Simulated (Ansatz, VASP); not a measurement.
# Two plane-wave programs on BP

Contents of POSCAR:

```
BP
1.0
    0.0000000000      2.2682668121      2.2682668121
    2.2682668121      0.0000000000      2.2682668121
    2.2682668121      2.2682668121      0.0000000000
B P
1 1
Direct
    0.0000000000      0.0000000000      0.0000000000
    0.2500000000      0.2500000000      0.2500000000
```

INCAR.step1

```
  PREC = Accurate
  ENCUT = 550
  ISMEAR = 0
  SIGMA = 0.02
  LREAL = False
  LASPH = True
  NELM = 120
  NBANDS = 11
  GGA = PE
  ALGO = Normal
  EDIFF = 1E-5
  LWAVE = True
  LCHARG = False
  GGA_COMPAT = False
```

File INCAR.step2:

```
  PREC = Accurate
  ENCUT = 550
  EDIFF = 1E-6
  ISMEAR = 0
  SIGMA = 0.02
  LREAL = False
  LASPH = True
  NELM = 120
  ALGO = Normal
  ISIF = 2
  LWAVE = False
  LCHARG = False
  METAGGA = R2SCAN
  LMIXTAU = True
  NBANDS = 11
  ISTART = 1
  GGA_COMPAT = False
```

File KPOINTS:

```
regular mesh
0
Gamma
  10 10 10
```

Input for Ansatz:

```yaml
crystal:
  lattice:
    - [0.0, 2.2682668121, 2.2682668121]
    - [2.2682668121, 0.0, 2.2682668121]
    - [2.2682668121, 2.2682668121, 0.0]
  atoms:
    - { symbol: B, position: [0.0, 0.0, 0.0] }
    - { symbol: P, position: [0.25, 0.25, 0.25] }
basis:
  ecutwfc: 500
kpoints:
  mp_grid: { grid: [10, 10, 10] }
  band_path:
    path:
      - [[0.0, 0.0, 0.0], [-0.5, -0.5, 0.0], [-0.375, -0.375, 0.25]]
      - [[-0.375, 0.0, 0.375], [0.0, 0.0, 0.0], [0.0, 0.0, 0.5], [-0.5, -0.25, 0.25], [-0.5, -0.5, 0.0]]
    npoints: 14
hamiltonian:
  xc: r2scan
scf:
  occupations: { method: gaussian, width: 0.02 }
  n_extra_bands: 6
output:
  forces: true
  stress: true
  eigenvalues: true
  populations: true
  dos: { projected: true, de: 0.02, nscf_kmesh: { grid: [15, 15, 15] } }
  bader: true
```

Alike in both runs: task single point; functional r2SCAN; k mesh 10 × 10 × 10; occupations gaussian, width 0.02 eV; no spin polarisation.

|  | VASP | Ansatz |
| --- | --- | --- |
| version | VASP 6.6.1 | Ansatz 0.2.0 |
| potentials or method | VASP PAW PBE potentials, release 64 (B, P), cutoff 550 eV | scalar-relativistic, plane waves, PAW |
| valence electrons in the cell | 8 | 8 |

Ansatz gave:

- gap on the k mesh at the Fermi level (eV): 1.42
- least direct gap on the mesh (eV): 3.60
- pressure (GPa): 0.0

**Question.** Estimate VASP's values.

**Answer.** gap on the k mesh at the Fermi level (eV): 1.45; least direct gap on the mesh (eV): 3.64; pressure (GPa): -0.5.

VASP's potentials were made for PBE, not for r2SCAN.
